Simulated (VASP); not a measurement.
Runs of VASP 6.6.1 on SrTiO3. The structure is that of space group Pm-3m (No. 221), or close to it. The cells are those of the table. 

| cell | gap on the mesh (eV) | pressure (GPa) |
| --- | --- | --- |
| a = 4.005 Å, 5 atoms | 1.67 | -12.9 |
| a = 3.930 Å, 5 atoms | 1.77 | -4.7 |
| a = 3.967 Å, 5 atoms | (a) | (b) |
| a = 3.812 Å, 5 atoms | 1.92 | 13.8 |

Alike in all rows: level PBEsol; potentials or basis VASP PAW PBE potentials, release 64 (Sr_sv, Ti_sv, O); no spin polarisation; k mesh 8 × 8 × 8; cutoff (eV) 600.

Estimate the missing entries.

(a) 1.72; (b) -9.0.

Caveats: the PAW data sets were made with another functional, which shifts forces and pressure a little; the cell stands under tension (at least some runs); the cell stands under pressure (at least some runs).

A k mesh can miss the band edges, and the runs leave out spin-orbit coupling on Sr.
